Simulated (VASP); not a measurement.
Here is a VASP 6.6.1 calculation.

POSCAR

```
Nb
1.0
   -1.6639500000      1.6639500000      1.6639500000
    1.6639500000     -1.6639500000      1.6639500000
    1.6639500000      1.6639500000     -1.6639500000
Nb
1
Direct
    0.0000000000      0.0000000000      0.0000000000
```

The input INCAR.step1:

```
SYSTEM = Nb
ALGO = Normal
EDIFF = 1E-5
ENCUT = 550
GGA = PE
GGA_COMPAT = .False.
ISMEAR = -1
LASPH = .True.
LCHARG = .False.
LREAL = .False.
LWAVE = .True.
NBANDS = 12
NELM = 120
PREC = Accurate
SIGMA = 0.1
```

INCAR.step2

```
SYSTEM = Nb
ALGO = Normal
EDIFF = 1E-6
ENCUT = 550
GGA_COMPAT = .False.
ISIF = 2
ISMEAR = -1
ISTART = 1
LASPH = .True.
LCHARG = .False.
LMIXTAU = .True.
LREAL = .False.
LWAVE = .False.
METAGGA = R2SCAN
NBANDS = 12
NELM = 120
PREC = Accurate
SIGMA = 0.1
```

The input KPOINTS:

```
k-points
0
Gamma
  10 10 10
  0 0 0
```

Potentials or basis: VASP PAW PBE potentials, release 64 (Nb_sv).

Run with:

```bash
$ cat potpaw_PBE.64/Nb_sv/POTCAR > POTCAR
$ cp INCAR.step1 INCAR
$ mpirun -np 1 vasp_std > vasp.out
$ cp INCAR.step2 INCAR
$ mpirun -np 1 vasp_std > vasp.out
```

(1) What does it give for the pressure?

Results:

(1) -3.1 GPa.

Caveat: the PAW data sets were made with another functional, which shifts forces and pressure a little.
